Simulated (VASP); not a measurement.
# BaS (Fm-3m) in VASP: notebook

Runs on BaS. Level: PBE. Tasks: electric field gradients.

Everything below comes from runs of VASP 6.6.1. Logs are shortened: lines on timing, memory, paths and dates and some standing lists are left out, and cuts for length are marked.

## (1) The cell of the first run

Symmetry: Fm-3m, No. 225, cubic system. The conventional cell has a = 6.366 Å, b = 6.366 Å, c = 6.366 Å, α = 90.00°, β = 90.00°, γ = 90.00°. Within 4.2 Å of Ba (site symmetry m-3m) lie 6 S at 3.18 Å. S (site symmetry m-3m) has 6 Ba at 3.18 Å within 4.2 Å.

## (2) Electric field gradients, PBE (volume scaled by 0.99)

INCAR reads:

```
PREC = Accurate
ENCUT = 520
EDIFF = 1E-8
ISMEAR = -1
SIGMA = 0.02
LREAL = F
LASPH = T
NELM = 60
ALGO = Normal
ISIF = 2
LWAVE = F
LCHARG = F
GGA = PE
LEFG = T
NBANDS = 15
```

KPOINTS reads:

```
regular mesh
0
Gamma
  8 8 8
```

POSCAR reads:

```
BaS
1.0
    0.0000000000      3.1830684821      3.1830684821
    3.1830684821      0.0000000000      3.1830684821
    3.1830684821      3.1830684821      0.0000000000
Ba S
1 1
Direct
    0.0000000000      0.0000000000      0.0000000000
    0.5000000000      0.5000000000      0.5000000000
```

Potentials or basis: VASP PAW PBE potentials, release 64 (Ba_sv, S).

On the command line:

```sh
$ cat potpaw_PBE.64/Ba_sv/POTCAR potpaw_PBE.64/S/POTCAR > POTCAR
$ mpirun -np 1 vasp_std > vasp.out
```

OUTCAR:

```text
PREC = Accurate
   ENCUT = 520
   EDIFF = 1E-8
   ISMEAR = -1
   LREAL = F
   LASPH = T
   NELM = 60
   ISIF = 2
   GGA = PE

 ion  position               nearest neighbor table
   1  0.000  0.000  0.000-   2 3.18   2 3.18   2 3.18   2 3.18   2 3.18   2 3.18
   2  0.500  0.500  0.500-   1 3.18   1 3.18   1 3.18   1 3.18   1 3.18   1 3.18

  LATTYP: Found a face centered cubic cell.
 ALAT       =     6.3661369642

  Lattice vectors:

 A1 = (   0.0000000000,   3.1830684821,   3.1830684821)
 A2 = (   3.1830684821,   0.0000000000,   3.1830684821)
 A3 = (   3.1830684821,   3.1830684821,   0.0000000000)

Analysis of symmetry for initial positions (statically):
=====================================================================
 Subroutine PRICEL returns:
 Original cell was already a primitive cell.

 Routine SETGRP: Setting up the symmetry group for a
 face centered cubic supercell.

 Subroutine GETGRP returns: Found 48 space group operations
 (whereof 48 operations were pure point group operations)
 out of a pool of 48 trial point group operations.

The static configuration has the point symmetry O_h .

Analysis of symmetry for dynamics (positions and initial velocities):
=====================================================================
 Subroutine PRICEL returns:
 Original cell was already a primitive cell.

 Routine SETGRP: Setting up the symmetry group for a
 face centered cubic supercell.

 Subroutine GETGRP returns: Found 48 space group operations
 (whereof 48 operations were pure point group operations)
 out of a pool of 48 trial point group operations.

The dynamic configuration has the point symmetry O_h .

 Subroutine INISYM returns: Found 48 space group operations
 (whereof 48 operations are pure point group operations),
 and found     1 'primitive' translations

----------------------------------------------------------------------------------------

                                     Primitive cell

  volume of cell :      64.5012

  direct lattice vectors                    reciprocal lattice vectors
     0.000000000  3.183068482  3.183068482    -0.157081132  0.157081132  0.157081132
     3.183068482  0.000000000  3.183068482     0.157081132 -0.157081132  0.157081132
     3.183068482  3.183068482  0.000000000     0.157081132  0.157081132 -0.157081132

  length of vectors
     4.501538617  4.501538617  4.501538617     0.272072501  0.272072501  0.272072501

  position of ions in fractional coordinates (direct lattice)
     0.000000000  0.000000000  0.000000000
     0.500000000  0.500000000  0.500000000

  ion indices of the primitive-cell ions
   primitive index   ion index
                 1           1
                 2           2

----------------------------------------------------------------------------------------

 KPOINTS: regular mesh

Automatic generation of k-mesh.
 Grid dimensions read from file:
 generate k-points for:    8    8    8

 Generating k-lattice:

  Cartesian coordinates                     Fractional coordinates (reciprocal lattice)
    -0.019635141  0.019635141  0.019635141     0.125000000  0.000000000  0.000000000
     0.019635141 -0.019635141  0.019635141     0.000000000  0.125000000  0.000000000
     0.019635141  0.019635141 -0.019635141     0.000000000  0.000000000  0.125000000

  Length of vectors
     0.034009063  0.034009063  0.034009063

  Shift w.r.t. Gamma in fractional coordinates (k-lattice)
     0.000000000  0.000000000  0.000000000

 Subroutine IBZKPT returns following result:
 ===========================================

 Found     29 irreducible k-points:

 Following reciprocal coordinates:
            Coordinates               Weight
  0.000000  0.000000  0.000000      1.000000
  0.125000  0.000000  0.000000      8.000000
  0.250000  0.000000  0.000000      8.000000
  0.375000  0.000000  0.000000      8.000000
  0.500000  0.000000  0.000000      4.000000
  0.125000  0.125000  0.000000      6.000000
[... 16 lines left out ...]
  0.500000  0.250000  0.125000     48.000000
 -0.375000  0.250000  0.125000     24.000000
 [... further k-points ...]
   k-points           NKPTS =     29   k-points in BZ     NKDIM =     29   number of bands    NBANDS=     15
   number of dos      NEDOS =    301   number of ions     NIONS =      2
   total plane-waves  NPLWV =  46656
   dimension x,y,z NGX =    36 NGY =   36 NGZ =   36
   dimension x,y,z NGXF=    72 NGYF=   72 NGZF=   72
   ions per type =               1   1
   NGX,Y,Z   is equivalent  to a cutoff of  13.30, 13.30, 13.30 a.u.
   NGXF,Y,Z  is equivalent  to a cutoff of  26.59, 26.59, 26.59 a.u.
 SYSTEM =  unknown system
   PREC   = accura    normal or accurate (medium, high low for compatibility)
   ISTART =      0    job   : 0-new  1-cont  2-samecut
   ICHARG =      2    charge: 1-file 2-atom 10-const
   ISPIN  =      1    spin polarized calculation?
   LNONCOLLINEAR =      F non collinear calculations
   LSORBIT =      F    spin-orbit coupling
   LASPH  =      T    aspherical Exc in radial PAW
   ENCUT  =  520.0 eV  38.22 Ry    6.18 a.u.   8.37  8.37  8.37*2*pi/ulx,y,z
   NELM   =     60;   NELMIN=  2; NELMDL= -5     # of ELM steps
   EDIFF  = 0.1E-07   stopping-criterion for ELM
   LREAL  =      F    real-space projection
   EDIFFG = 0.1E-06   stopping-criterion for IOM
   NSW    =      0    number of steps for IOM
   IBRION =     -1    ionic relax: 0-MD 1-quasi-New 2-CG
   NFREE  =      0    steps in history (QN), initial steepest desc. (CG)
   ISIF   =      2    stress and relaxation
   ISYM   =      2    0-nonsym 1-usesym 2-fastsym
   POTIM  = 0.5000    time-step for ionic-motion
   TEBEG  =    0.0;   TEEND  =   0.0 temperature during run
   PSTRESS=    0.0 pullay stress
   NELECT =      16.0000    total number of electrons
   NUPDOWN=      -1.0000    fix difference up-down
   EMIN   =  10.00;   EMAX   =-10.00  energy-range for DOS
   EFERMI =   0.00;   METHOD = LEGACY
   ISMEAR =    -1;   SIGMA  =   0.02  broadening in eV -4-tet -1-fermi 0-gaus
   EFERMI_NEDOS =   21; number of points for ismear=-14 and -15
   IALGO  =     38    algorithm
   IMIX   =      4    mixing-type and parameters
     AMIX     =   0.40;   BMIX     =  1.00
     AMIX_MAG =   1.60;   BMIX_MAG =  1.00
  volume/ion in A,a.u.               =      32.25       217.64
  Fermi-wavevector in a.u.,A,eV,Ry     =   1.028629  1.943827 14.396025  1.058078
  Thomas-Fermi vector in A             =   2.162635
   LORBIT       =      0    0 simple, 1 ext, 2 COOP (PROOUT), +10 PAW based schemes
   GGA     = PE    functional components
   LHFCALC =     F    Hartree Fock is set to
   AEXX    =    0.0000 exact exchange contribution
   IVDW    =     0    specifies the selected vdW correction
   LEPSILON=     F    determine dielectric tensor
   LRPA    =     F    only Hartree local field effects (RPA)
 non-spin polarized calculation
  energy-cutoff  :      520.00
  volume of cell :       64.50
 maximum number of plane-waves:      1807
 NGX is ok and might be reduce to    36
   NGX = 17   NGY = 17   NGZ = 17

 number of electron      16.0000001 magnetization

 Free energy of the ion-electron system (eV)
  ---------------------------------------------------
  ext. energy  EPLUGINS =         0.00000000
  ---------------------------------------------------
  free energy    TOTEN  =       -10.17786765 eV

  energy without entropy =      -10.17786765  energy(sigma->0) =      -10.17786765

 E-fermi :   1.9355     XC(G=0):  -8.6677

 val. band max:        1.5062259008   @ k =   0.0000   0.0000   0.0000
 cond. band min:       3.5961569280   @ k =   0.5000   0.5000   0.0000
 fundamental gap:      2.0899310272
 Fermi energy:         1.9354990443

 k-point     1 :       0.0000    0.0000    0.0000
  band No.  band energies     occupation
      1     -24.5364      2.00000
      2      -9.5908      2.00000
      3      -9.5908      2.00000
      4      -9.5908      2.00000
      5      -8.8698      2.00000
      6       1.5062      2.00000
      7       1.5062      2.00000
      8       1.5062      2.00000
      9       5.1554      0.00000
     10       5.3760      0.00000
     11       5.3760      0.00000
     12       5.3760      0.00000
     13       6.3125      0.00000
     14       6.3125      0.00000
     15      10.2586      0.00000

 k-point     2 :       0.1250    0.0000    0.0000
  band No.  band energies     occupation
      1     -24.5295      2.00000
      2      -9.9140      2.00000
      3      -9.5967      2.00000
      4      -9.5967      2.00000
      5      -8.5331      2.00000
      6       1.0936      2.00000
      7       1.2916      2.00000
      8       1.2916      2.00000
      9       5.3797      0.00000
     10       5.6123      0.00000
     11       5.6123      0.00000
     12       5.7603      0.00000
     13       6.7746      0.00000
     14       6.7746      0.00000
     15      10.8891      0.00000

 k-point     3 :       0.2500    0.0000    0.0000
  band No.  band energies     occupation
      1     -24.5129      2.00000
      2     -10.3566      2.00000
      3      -9.6107      2.00000
      4      -9.6107      2.00000
      5      -8.0559      2.00000
      6       0.3465      2.00000
      7       0.8678      2.00000
      8       0.8678      2.00000
      9       5.6175      0.00000
     10       6.2728      0.00000
     11       6.2728      0.00000
     12       6.9513      0.00000
     13       7.9308      0.00000
     14       7.9308      0.00000
     15      12.1535      0.00000
[... 343 lines left out ...]
 k-point    23 :       0.5000    0.2500    0.1250
  band No.  band energies     occupation
      1     -24.4876      2.00000
      2     -10.5082      2.00000
      3      -9.7822      2.00000
      4      -9.6745      2.00000
      5      -7.9366      2.00000
      6       0.0361      2.00000
      7       0.5755      2.00000
      8       0.9642      2.00000
      9       5.3847      0.00000
     10       7.1482      0.00000
     11       7.6904      0.00000
     12       7.8617      0.00000
     13       9.0413      0.00000
     14      10.3049      0.00000
     15      10.9759      0.00000

 k-point    24 :      -0.3750    0.2500    0.1250
  band No.  band energies     occupation
      1     -24.4822      2.00000
      2     -10.5591      2.00000
      3      -9.7922      2.00000
      4      -9.6995      2.00000
      5      -7.8948      2.00000
      6       0.0085      2.00000
      7       0.6314      2.00000
      8       0.7143      2.00000
      9       6.2123      0.00000
     10       6.3940      0.00000
     11       8.2057      0.00000
     12       8.4531      0.00000
     13       9.4094      0.00000
     14      10.3293      0.00000
     15      11.0241      0.00000

 [... further k-points ...]

------------------------ aborting loop because EDIFF is reached ----------------------------------------

  FORCE on cell =-STRESS in cart. coord.  units (eV):
  Direction    XX          YY          ZZ          XY          YZ          ZX
  --------------------------------------------------------------------------------------
  -------------------------------------------------------------------------------------
  Total        0.7723190      0.7723190      0.7723190      0.0000000      0.0000000     -0.0000000
  in kB       19.1840082     19.1840082     19.1840082      0.0000000      0.0000000     -0.0000000
  external PRESSURE =      19.1840082 kB  Pullay stress =       0.0000000 kB

 VOLUME and BASIS-vectors are now :
 -----------------------------------------------------------------------------
  energy-cutoff  :      520.00
  volume of cell :       64.50
      direct lattice vectors                 reciprocal lattice vectors
     0.000000000  3.183068482  3.183068482    -0.157081132  0.157081132  0.157081132
     3.183068482  0.000000000  3.183068482     0.157081132 -0.157081132  0.157081132
     3.183068482  3.183068482  0.000000000     0.157081132  0.157081132 -0.157081132

 POSITION                                       TOTAL-FORCE (eV/Angst)
 -----------------------------------------------------------------------------------
      0.00000      0.00000      0.00000        -0.000000     -0.000000      0.000000
      3.18307      3.18307      3.18307         0.000000      0.000000      0.000000
 -----------------------------------------------------------------------------------
    total drift:                                0.000000      0.000000      0.000000

  FREE ENERGIE OF THE ION-ELECTRON SYSTEM (eV)
  ---------------------------------------------------
  free  energy   TOTEN  =       -10.1778676530 eV

  energy  without entropy=      -10.1778676530  energy(sigma->0) =      -10.17786765

 Electric field gradients (V/A^2)
---------------------------------------------------------------------
 ion       V_xx      V_yy      V_zz      V_xy      V_xz      V_yz
---------------------------------------------------------------------
   1      -0.000    -0.000    -0.000     0.000     0.000     0.000
   2      -0.000    -0.000     0.000     0.000     0.000     0.000
---------------------------------------------------------------------

 Electric field gradients after diagonalization (V/A^2)
 (convention: |V_zz| > |V_xx| > |V_yy|)
----------------------------------------------------------------------
 ion       V_xx      V_yy      V_zz     asymmetry (V_yy - V_xx)/ V_zz
----------------------------------------------------------------------
   1      -0.000    -0.000     0.000       0.000
   2      -0.000    -0.000     0.001       0.000
----------------------------------------------------------------------

           NMR quadrupolar parameters

 Cq : quadrupolar parameter    Cq=e*Q*V_zz/h
 eta: asymmetry parameters     (V_yy - V_xx)/ V_zz
 Q  : nuclear electric quadrupole moment in mb (millibarn)
----------------------------------------------------------------------
 ion       Cq(MHz)       eta       Q (mb)
----------------------------------------------------------------------
   1       0.000       0.000       1.000
   2       0.000       0.000       1.000
----------------------------------------------------------------------
```

Wall time 26 s (1 thread of AMD EPYC 7R13 (Zen 3), shared host); peak memory 0.18 GiB.

What came out:

```yaml
Free_energy: -10.1779 eV
Pressure: 1.9 GPa
Band_gap_on_the_k_mesh: 2.09 eV, indirect (least direct gap 2.22 eV)
```

Levels at points of the mesh, in eV from the valence-band top:
| k point | band 5 | band 6 | band 7 | band 8 | band 9 | band 10 | band 11 | band 12 |
| --- | --- | --- | --- | --- | --- | --- | --- | --- |
| (0.00, 0.00, 0.00) | -10.38 | 0.00 | 0.00 | 0.00 | 3.65 | 3.87 | 3.87 | 3.87 |
| (0.50, 0.00, 0.00) | -9.09 | -1.96 | -1.11 | -1.11 | 5.58 | 5.72 | 6.35 | 6.35 |
| (0.50, 0.50, 0.00) | -10.29 | -0.51 | -0.13 | -0.13 | 2.09 | 5.96 | 6.09 | 7.55 |

Caveat: without QUAD_EFG the Cq values of the log hold for a quadrupole moment of 1 mb, not for the nuclei; spin-orbit coupling is left out, which moves the levels of the heavy elements.

(Part 1 of 3 ends here.)
